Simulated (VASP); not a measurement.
# PtWSe4 (P4/mmm) in VASP: notebook

PtWSe4 is run at these levels: PBE; tasks: single point, relaxation of cell and atoms.

Everything below comes from runs of VASP 6.6.1. Logs are shortened: lines on timing, memory, paths and dates and some standing lists are left out, and cuts for length are marked.

### 1 The cell of the first run

The structure is tetragonal, space group P4/mmm (No. 123). The conventional cell has a = 4.384 Å, b = 4.384 Å, c = 6.239 Å, α = 90.00°, β = 90.00°, γ = 90.00°. Within 3.6 Å of Pt (site symmetry 4/mmm) lie 8 Se at 2.73 Å. Within 3.5 Å of W (site symmetry 4/mmm) lie 8 Se at 2.66 Å. Within 3.5 Å of Se (site symmetry 2mm) lie 2 W at 2.66 Å and 2 Pt at 2.73 Å and 6 Se at 3.00 to 3.24 Å.

The cell was generated, and may not be a known phase.

### 2 Single point, PBE

The input, INCAR:

```
PREC     = Accurate       # precision mode
ENCUT    = 520            # plane-wave cutoff, eV
EDIFF    = 1E-7           # SCF threshold, eV
ISMEAR   = 0              # smearing method
SIGMA    = 0.1            # smearing width, eV
LREAL    = False          # projectors in reciprocal space
LASPH    = True           # aspherical terms in the spheres
NELM     = 60             # most SCF steps
ALGO     = Normal         # electronic algorithm
ISIF     = 2              # what is computed and relaxed
LWAVE    = False          # write WAVECAR
LCHARG   = True           # write CHGCAR
GGA      = PE             # functional
LELF     = True           # ELF
LVHAR    = True         
NBANDS   = 33             # bands
```

The input, KPOINTS:

```
Automatic mesh
0
Gamma
  4 4 4
```

The input, POSCAR:

```
PtWSe4
1.0
    4.3842748246      0.0000000000      0.0000000000
    0.0000000000      4.3842748246      0.0000000000
    0.0000000000      0.0000000000      6.2390195631
Pt W Se
1 1 4
Direct
    0.5000000000      0.5000000000      0.0000000000
    0.0000000000      0.0000000000      0.5000000000
    0.5000000000      0.0000000000      0.2596212256
    0.5000000000      0.0000000000      0.7403787744
    0.0000000000      0.5000000000      0.7403787744
    0.0000000000      0.5000000000      0.2596212256
```

Potentials or basis: VASP PAW PBE potentials, release 64 (Pt, W_sv, Se).

On the command line:

```
$ cat potpaw_PBE.64/Pt/POTCAR potpaw_PBE.64/W_sv/POTCAR potpaw_PBE.64/Se/POTCAR > POTCAR
$ mpirun -np 1 vasp_std > vasp.out
```

OUTCAR:

```text
PREC = Accurate
   ENCUT = 520
   EDIFF = 1E-7
   ISMEAR = 0
   LREAL = False
   LASPH = True
   NELM = 60
   ISIF = 2
   GGA = PE

 ion  position               nearest neighbor table
   1  0.500  0.500  0.000-   3 2.73   4 2.73   5 2.73   6 2.73   3 2.73   4 2.73   5 2.73   6 2.73

   2  0.000  0.000  0.500-   3 2.66   4 2.66   5 2.66   6 2.66   5 2.66   6 2.66   3 2.66   4 2.66

   3  0.500  0.000  0.260-   2 2.66   2 2.66   1 2.73   1 2.73
   4  0.500  0.000  0.740-   2 2.66   2 2.66   1 2.73   1 2.73
   5  0.000  0.500  0.740-   2 2.66   2 2.66   1 2.73   1 2.73
   6  0.000  0.500  0.260-   2 2.66   2 2.66   1 2.73   1 2.73

  LATTYP: Found a simple tetragonal cell.
 ALAT       =     4.3842748246
 C/A-ratio  =     1.4230448165

  Lattice vectors:

 A1 = (   4.3842748246,   0.0000000000,   0.0000000000)
 A2 = (   0.0000000000,   4.3842748246,   0.0000000000)
 A3 = (   0.0000000000,   0.0000000000,   6.2390195631)

Analysis of symmetry for initial positions (statically):
=====================================================================
 Subroutine PRICEL returns:
 Original cell was already a primitive cell.

 Routine SETGRP: Setting up the symmetry group for a
 simple tetragonal supercell.

 Subroutine GETGRP returns: Found 16 space group operations
 (whereof 16 operations were pure point group operations)
 out of a pool of 16 trial point group operations.

The static configuration has the point symmetry D_4h.

Analysis of symmetry for dynamics (positions and initial velocities):
=====================================================================
 Subroutine PRICEL returns:
 Original cell was already a primitive cell.

 Routine SETGRP: Setting up the symmetry group for a
 simple tetragonal supercell.

 Subroutine GETGRP returns: Found 16 space group operations
 (whereof 16 operations were pure point group operations)
 out of a pool of 16 trial point group operations.

The dynamic configuration has the point symmetry D_4h.

 Subroutine INISYM returns: Found 16 space group operations
 (whereof 16 operations are pure point group operations),
 and found     1 'primitive' translations

----------------------------------------------------------------------------------------

                                     Primitive cell

  volume of cell :     119.9256

  direct lattice vectors                    reciprocal lattice vectors
     4.384274825  0.000000000  0.000000000     0.228087891  0.000000000  0.000000000
     0.000000000  4.384274825  0.000000000     0.000000000  0.228087891  0.000000000
     0.000000000  0.000000000  6.239019563     0.000000000  0.000000000  0.160281594

  length of vectors
     4.384274825  4.384274825  6.239019563     0.228087891  0.228087891  0.160281594

  position of ions in fractional coordinates (direct lattice)
     0.500000000  0.500000000  0.000000000
     0.000000000  0.000000000  0.500000000
     0.500000000  0.000000000  0.259621226
     0.500000000  0.000000000  0.740378774
     0.000000000  0.500000000  0.740378774
     0.000000000  0.500000000  0.259621226

  ion indices of the primitive-cell ions
   primitive index   ion index
                 1           1
                 2           2
                 3           3
                 4           4
                 5           5
                 6           6

----------------------------------------------------------------------------------------

 KPOINTS: Automatic mesh

Automatic generation of k-mesh.
 Grid dimensions read from file:
 generate k-points for:    4    4    4

 Generating k-lattice:

  Cartesian coordinates                     Fractional coordinates (reciprocal lattice)
     0.057021973  0.000000000  0.000000000     0.250000000  0.000000000  0.000000000
     0.000000000  0.057021973  0.000000000     0.000000000  0.250000000  0.000000000
     0.000000000  0.000000000  0.040070398     0.000000000  0.000000000  0.250000000

  Length of vectors
     0.057021973  0.057021973  0.040070398

  Shift w.r.t. Gamma in fractional coordinates (k-lattice)
     0.000000000  0.000000000  0.000000000

 Subroutine IBZKPT returns following result:
 ===========================================

 Found     18 irreducible k-points:

 Following reciprocal coordinates:
            Coordinates               Weight
  0.000000  0.000000  0.000000      1.000000
  0.250000  0.000000  0.000000      4.000000
  0.500000  0.000000  0.000000      2.000000
  0.250000  0.250000  0.000000      4.000000
  0.500000  0.250000  0.000000      4.000000
  0.500000  0.500000  0.000000      1.000000
[... 10 lines left out ...]
  0.500000  0.250000  0.500000      4.000000
  0.500000  0.500000  0.500000      1.000000
   k-points           NKPTS =     18   k-points in BZ     NKDIM =     18   number of bands    NBANDS=     33
   number of dos      NEDOS =    301   number of ions     NIONS =      6
   total plane-waves  NPLWV =  62208
   dimension x,y,z NGX =    36 NGY =   36 NGZ =   48
   dimension x,y,z NGXF=    72 NGYF=   72 NGZF=   96
   ions per type =               1   1   4
   NGX,Y,Z   is equivalent  to a cutoff of  13.65, 13.65, 12.79 a.u.
   NGXF,Y,Z  is equivalent  to a cutoff of  27.30, 27.30, 25.58 a.u.
 SYSTEM =  unknown system
   PREC   = accura    normal or accurate (medium, high low for compatibility)
   ISTART =      0    job   : 0-new  1-cont  2-samecut
   ICHARG =      2    charge: 1-file 2-atom 10-const
   ISPIN  =      1    spin polarized calculation?
   LNONCOLLINEAR =      F non collinear calculations
   LSORBIT =      F    spin-orbit coupling
   LASPH  =      T    aspherical Exc in radial PAW
   ENCUT  =  520.0 eV  38.22 Ry    6.18 a.u.   8.15  8.15 11.60*2*pi/ulx,y,z
   NELM   =     60;   NELMIN=  2; NELMDL= -5     # of ELM steps
   EDIFF  = 0.1E-06   stopping-criterion for ELM
   LREAL  =      F    real-space projection
   EDIFFG = 0.1E-05   stopping-criterion for IOM
   NSW    =      0    number of steps for IOM
   IBRION =     -1    ionic relax: 0-MD 1-quasi-New 2-CG
   NFREE  =      0    steps in history (QN), initial steepest desc. (CG)
   ISIF   =      2    stress and relaxation
   ISYM   =      2    0-nonsym 1-usesym 2-fastsym
   POTIM  = 0.5000    time-step for ionic-motion
   TEBEG  =    0.0;   TEEND  =   0.0 temperature during run
   PSTRESS=    0.0 pullay stress
   NELECT =      48.0000    total number of electrons
   NUPDOWN=      -1.0000    fix difference up-down
   EMIN   =  10.00;   EMAX   =-10.00  energy-range for DOS
   EFERMI =   0.00;   METHOD = LEGACY
   ISMEAR =     0;   SIGMA  =   0.10  broadening in eV -4-tet -1-fermi 0-gaus
   EFERMI_NEDOS =   21; number of points for ismear=-14 and -15
   IALGO  =     38    algorithm
   IMIX   =      4    mixing-type and parameters
     AMIX     =   0.40;   BMIX     =  1.00
     AMIX_MAG =   1.60;   BMIX_MAG =  1.00
  volume/ion in A,a.u.               =      19.99       134.88
  Fermi-wavevector in a.u.,A,eV,Ry     =   1.206474  2.279905 19.804360  1.455579
  Thomas-Fermi vector in A             =   2.342140
   LORBIT       =      0    0 simple, 1 ext, 2 COOP (PROOUT), +10 PAW based schemes
   GGA     = PE    functional components
   LHFCALC =     F    Hartree Fock is set to
   AEXX    =    0.0000 exact exchange contribution
   IVDW    =     0    specifies the selected vdW correction
   LEPSILON=     F    determine dielectric tensor
   LRPA    =     F    only Hartree local field effects (RPA)
 non-spin polarized calculation
 Gauss-broadening in eV      SIGMA  =   0.10
  energy-cutoff  :      520.00
  volume of cell :      119.93
 maximum number of plane-waves:      3260
 NGX is ok and might be reduce to    36
   NGX = 17   NGY = 17   NGZ = 23

 number of electron      48.0000005 magnetization

 Free energy of the ion-electron system (eV)
  ---------------------------------------------------
  ext. energy  EPLUGINS =         0.00000000
  ---------------------------------------------------
  free energy    TOTEN  =       -32.89596582 eV

  energy without entropy =      -32.87588806  energy(sigma->0) =      -32.88592694

 E-fermi :   6.7081     XC(G=0): -10.8416

 val. band max:        6.6700078373   @ k =   0.2500   0.0000   0.0000
 cond. band min:       6.7326248851   @ k =   0.5000   0.0000   0.2500
 fundamental gap:      0.0626170478
 Fermi energy:         6.7080943600

 k-point     1 :       0.0000    0.0000    0.0000
  band No.  band energies     occupation
      1     -67.4752      2.00000
      2     -31.6972      2.00000
      3     -31.6972      2.00000
      4     -31.6916      2.00000
      5      -9.0899      2.00000
      6      -7.3935      2.00000
[... 25 lines left out ...]
     32      10.6840      0.00000
     33      10.7659      0.00000

 k-point     2 :       0.2500    0.0000    0.0000
  band No.  band energies     occupation
      1     -67.4751      2.00000
      2     -31.7020      2.00000
      3     -31.6970      2.00000
      4     -31.6909      2.00000
      5      -8.7218      2.00000
      6      -7.1759      2.00000
[... 25 lines left out ...]
     32      11.2544      0.00000
     33      11.5197      0.00000

 k-point     3 :       0.5000    0.0000    0.0000
  band No.  band energies     occupation
      1     -67.4751      2.00000
      2     -31.7068      2.00000
      3     -31.6967      2.00000
      4     -31.6902      2.00000
      5      -7.8603      2.00000
      6      -7.7309      2.00000
[... 25 lines left out ...]
     32      12.2429      0.00000
     33      13.6812      0.00000

 k-point     4 :       0.2500    0.2500    0.0000
  band No.  band energies     occupation
      1     -67.4751      2.00000
      2     -31.7018      2.00000
      3     -31.7018      2.00000
      4     -31.6902      2.00000
      5      -8.3842      2.00000
      6      -7.0098      2.00000
[... 25 lines left out ...]
     32      10.8990      0.00000
     33      12.4393      0.00000

 k-point     5 :       0.5000    0.2500    0.0000
  band No.  band energies     occupation
      1     -67.4751      2.00000
      2     -31.7066      2.00000
      3     -31.7016      2.00000
      4     -31.6895      2.00000
      5      -7.6353      2.00000
      6      -7.5654      2.00000
[... 388 lines left out ...]
 k-point    16 :       0.2500    0.2500    0.5000
  band No.  band energies     occupation
      1     -67.4751      2.00000
      2     -31.7018      2.00000
      3     -31.7018      2.00000
      4     -31.6902      2.00000
      5      -7.9564      2.00000
      6      -7.6299      2.00000
[... 25 lines left out ...]
     32      11.6888      0.00000
     33      13.5468      0.00000

 k-point    17 :       0.5000    0.2500    0.5000
  band No.  band energies     occupation
      1     -67.4751      2.00000
      2     -31.7066      2.00000
      3     -31.7016      2.00000
      4     -31.6895      2.00000
      5      -7.3706      2.00000
      6      -7.1393      2.00000
[... 25 lines left out ...]
     32      12.3229      0.00000
     33      13.1423      0.00000

 k-point    18 :       0.5000    0.5000    0.5000
  band No.  band energies     occupation
      1     -67.4750      2.00000
      2     -31.7064      2.00000
      3     -31.7064      2.00000
      4     -31.6888      2.00000
      5      -7.1022      2.00000
      6      -7.1022      2.00000
[... 25 lines left out ...]
     32      12.1183      0.00000
     33      12.5225      0.00000

------------------------ aborting loop because EDIFF is reached ----------------------------------------

  FORCE on cell =-STRESS in cart. coord.  units (eV):
  Direction    XX          YY          ZZ          XY          YZ          ZX
  --------------------------------------------------------------------------------------
  -------------------------------------------------------------------------------------
  Total        0.0299783      0.0299783     -0.0219611      0.0000000      0.0000000      0.0000000
  in kB        0.4005030      0.4005030     -0.2933946      0.0000000      0.0000000      0.0000000
  external PRESSURE =       0.1692038 kB  Pullay stress =       0.0000000 kB

 VOLUME and BASIS-vectors are now :
 -----------------------------------------------------------------------------
  energy-cutoff  :      520.00
  volume of cell :      119.93
      direct lattice vectors                 reciprocal lattice vectors
     4.384274825  0.000000000  0.000000000     0.228087891  0.000000000  0.000000000
     0.000000000  4.384274825  0.000000000     0.000000000  0.228087891  0.000000000
     0.000000000  0.000000000  6.239019563     0.000000000  0.000000000  0.160281594

 POSITION                                       TOTAL-FORCE (eV/Angst)
 -----------------------------------------------------------------------------------
      2.19214      2.19214      0.00000         0.000000     -0.000000     -0.000000
      0.00000      0.00000      3.11951         0.000000     -0.000000     -0.000000
      2.19214      0.00000      1.61978         0.000000      0.000000     -0.020414
      2.19214      0.00000      4.61924        -0.000000      0.000000      0.020414
      0.00000      2.19214      4.61924         0.000000     -0.000000      0.020414
      0.00000      2.19214      1.61978        -0.000000      0.000000     -0.020414
 -----------------------------------------------------------------------------------
    total drift:                                0.000000      0.000000      0.000000

  FREE ENERGIE OF THE ION-ELECTRON SYSTEM (eV)
  ---------------------------------------------------
  free  energy   TOTEN  =       -32.8959658161 eV

  energy  without entropy=      -32.8758880622  energy(sigma->0) =      -32.88592694
```

It took 2.5 min on 1 thread of Intel Xeon 8259CL, shared host; peak memory 0.28 GiB.

What came out:

```yaml
Free_energy: -32.8960 eV
Pressure: 0.0 GPa
Largest_force: 0.020 eV/Å
Band_gap_on_the_k_mesh: zero (bands 24 and 25 overlap by 0.94 eV)
```

Forces on the atoms (eV/Å):
```
Pt   0.000  0.000  0.000
W    0.000  0.000  0.000
Se   0.000  0.000 -0.020
Se   0.000  0.000  0.020
Se   0.000  0.000  0.020
Se   0.000  0.000 -0.020
```

Caveat: spin-orbit coupling is left out, which moves the levels of the heavy elements.

### 3 Single point, PBE

This run uses another cell than the first one, of 22.97 Å³/atom.

The input, INCAR:

```
SYSTEM = PtWSe4
ALGO = Normal ; EDIFF = 1E-6
ENCUT = 520 ; GGA = PE
ISIF = 2 ; ISMEAR = 0
LASPH = .TRUE. ; LCHARG = .FALSE.
LREAL = .FALSE. ; LWAVE = .FALSE.
NBANDS = 33 ; NELM = 80
PREC = Accurate ; SIGMA = 0.1
```

The input, KPOINTS:

```
k-points
0
G
  4 4 4
  0 0 0
```

The input, POSCAR:

```
PtWSe4
1.0
    4.5708381000      0.0000000000      0.0000000000
    0.0000000000      4.5708381000      0.0000000000
    0.0000000000      0.0000000000      6.5978928100
Pt W Se
1 1 4
Direct
    0.5000000000      0.5000000000      0.0000000000
    0.0000000000      0.0000000000      0.5000000000
    0.5000000000      0.0000000000      0.2657380100
    0.5000000000      0.0000000000      0.7342619900
    0.0000000000      0.5000000000      0.7342619900
    0.0000000000      0.5000000000      0.2657380100
```

Potentials or basis: VASP PAW PBE potentials, release 64 (Pt, W_sv, Se).

On the command line:

```
$ cat potpaw_PBE.64/Pt/POTCAR potpaw_PBE.64/W_sv/POTCAR potpaw_PBE.64/Se/POTCAR > POTCAR
$ mpirun -np 1 vasp_std > vasp.out
```

Run time: 2.4 min. Hardware: 1 thread of Intel Xeon 8259CL, shared host; peak memory 0.29 GiB.

Results (log left out):

| Quantity | Value |
| --- | --- |
| Free energy | -32.1639 eV |
| Pressure | -11.2 GPa |
| Largest force | 0.136 eV/Å |
| Band gap on the k mesh | zero (bands 24 and 25 overlap by 0.86 eV) |

Forces on the atoms (eV/Å):
```
Pt   0.000  0.000  0.000
W    0.000  0.000  0.000
Se   0.000  0.000 -0.136
Se   0.000  0.000  0.136
Se   0.000  0.000  0.136
Se   0.000  0.000 -0.136
```

Stress tensor (GPa, compression positive):
```
-11.28   0.00   0.00
  0.00 -11.28   0.00
  0.00   0.00 -11.12
```

Levels at points of the mesh, in eV from the Fermi level:
| k point | band 22 | band 23 | band 24 | band 25 | band 26 | band 27 |
| --- | --- | --- | --- | --- | --- | --- |
| (0.00, 0.00, 0.00) | -0.55 | -0.55 | -0.39 | 0.78 | 1.04 | 1.04 |
| (0.50, 0.00, 0.00) | -1.39 | -0.84 | -0.35 | 0.45 | 0.56 | 0.99 |
| (0.50, 0.50, 0.00) | -0.34 | -0.32 | -0.32 | 0.73 | 1.04 | 1.38 |
| (0.00, 0.00, 0.50) | -0.99 | -0.42 | -0.39 | 0.58 | 0.58 | 1.01 |
| (0.50, 0.00, 0.50) | -2.07 | -1.41 | -1.36 | -0.43 | -0.16 | 1.73 |
| (0.50, 0.50, 0.50) | -0.90 | -0.33 | 0.33 | 0.57 | 0.59 | 1.50 |

Caveat: the cell stands under tension; spin-orbit coupling is left out, which moves the levels of the heavy elements.

### 4 Single point, PBE

The input, INCAR:

```
ALGO = Normal
EDIFF = 1E-6
ENCUT = 520
GGA = PE
ISIF = 2
ISMEAR = 0
LASPH = True
LCHARG = False
LREAL = False
LWAVE = False
NBANDS = 33
NELM = 100
PREC = Accurate
SIGMA = 0.1
```

The input, KPOINTS:

```
k-points
0
Gamma
  8 8 6
```

The input, POSCAR:

```
PtWSe4
1.0
    4.3833131577      0.0000000000      0.0000000000
    0.0000000000      4.3833131577      0.0000000000
    0.0000000000      0.0000000000      6.2495295369
Pt W Se
1 1 4
Direct
    0.5000000000      0.5000000000      0.0000000000
    0.0000000000      0.0000000000      0.5000000000
    0.5000000000      0.0000000000      0.2588655944
    0.5000000000      0.0000000000      0.7411344056
    0.0000000000      0.5000000000      0.7411344056
    0.0000000000      0.5000000000      0.2588655944
```

On the command line:

```
$ cat potpaw_PBE.64/Pt/POTCAR potpaw_PBE.64/W_sv/POTCAR potpaw_PBE.64/Se/POTCAR > POTCAR
$ mpirun -np 1 vasp_std > vasp.out
```

It took 7.1 min on 1 thread of Intel Xeon 8259CL, shared host; peak memory 0.4 GiB.

Results (log left out):

```
Free energy            : -32.8141 eV
Pressure               : 0.1 GPa
Largest force          : 0.018 eV/Å
Band gap on the k mesh : zero (bands 24 and 25 overlap by 0.83 eV)
```

Forces in eV/Å, atoms in the order of the input:
```
Pt   0.000  0.000  0.000
W    0.000  0.000  0.000
Se   0.000  0.000 -0.018
Se   0.000  0.000  0.018
Se   0.000  0.000  0.018
Se   0.000  0.000 -0.018
```

Levels at points of the mesh, in eV from the Fermi level:
```csv
k point,band 22,band 23,band 24,band 25,band 26,band 27
"(0.00, 0.00, 0.00)",-0.64,-0.64,-0.51,1.05,1.39,1.39
"(0.50, 0.00, 0.00)",-1.52,-0.90,-0.49,0.48,0.62,1.26
"(0.50, 0.50, 0.00)",-0.45,-0.20,-0.20,0.99,1.21,1.81
"(0.00, 0.00, 0.50)",-1.28,-0.56,-0.49,0.78,0.78,1.08
"(0.50, 0.00, 0.50)",-2.66,-1.68,-1.68,-0.35,-0.11,2.18
"(0.50, 0.50, 0.50)",-0.95,-0.40,0.24,0.71,0.72,1.89
```

Caveat: spin-orbit coupling is left out, which moves the levels of the heavy elements.

(Part 1 of 2 ends here.)

The gap in the log of VASP goes by the Fermi energy; the results here count the filled bands.